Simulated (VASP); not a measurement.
## ZnO: single point with r2SCAN

Crystal: ZnO.

```xyz
4
Lattice="3.2349 0.0000 0.0000 -1.6174 2.8015 0.0000 0.0000 0.0000 5.2123" Properties=species:S:1:pos:R:3 pbc="T T T"
Zn    1.6174    0.9338    2.6084
Zn    0.0000    1.8677    0.0022
O     1.6174    0.9338    4.5862
O     0.0000    1.8677    1.9801
```

```yaml
Program: VASP 6.6.1
Task: single point
Functional: r2SCAN
Potentials_or_basis: VASP PAW PBE potentials, release 64 (Zn, O)
Cutoff: 520 eV
k_mesh: 12 × 12 × 6
Occupations: gaussian, width 0.02 eV
Spin: no spin polarisation
Dipole_correction: no
Further_INCAR_settings: ALGO = Normal; EDIFF = 1e-06; NBANDS = 26
```

* Pressure: 1.0 GPa
* Largest force: 0.015 eV/Å
* Band gap on the k mesh: 1.23 eV

Forces on the atoms (eV/Å):
```
Zn   0.000  0.000 -0.015
Zn   0.000  0.000 -0.015
O    0.000  0.000  0.015
O    0.000  0.000  0.015
```

Stress tensor (GPa, compression positive):
```
0.97 0.00 0.00
0.00 0.97 0.00
0.00 0.00 1.09
```

Levels at points of the mesh, in eV from the valence-band top:
| k point | band 14 | band 15 | band 16 | band 17 | band 18 | band 19 | band 20 | band 21 | band 22 | band 23 |
| --- | --- | --- | --- | --- | --- | --- | --- | --- | --- | --- |
| (0.00, 0.00, 0.00) | -0.82 | -0.82 | -0.09 | 0.00 | 0.00 | 1.23 | 5.88 | 8.83 | 13.73 | 13.73 |
| (0.50, 0.00, 0.00) | -3.59 | -2.87 | -2.34 | -1.31 | -0.87 | 6.43 | 7.36 | 8.08 | 9.32 | 11.38 |
| (0.00, 0.00, 0.50) | -2.25 | -0.40 | -0.40 | -0.40 | -0.40 | 3.94 | 3.94 | 10.83 | 10.83 | 14.03 |
| (0.50, 0.00, 0.50) | -3.79 | -1.55 | -1.55 | -1.41 | -1.41 | 6.25 | 6.25 | 9.18 | 9.18 | 12.00 |

It took 6.1 min on 1 thread of Intel Xeon 8259CL (shared host), peak memory 0.22 GiB.

Caveat: the PAW data sets were made with another functional, which shifts forces and pressure a little.
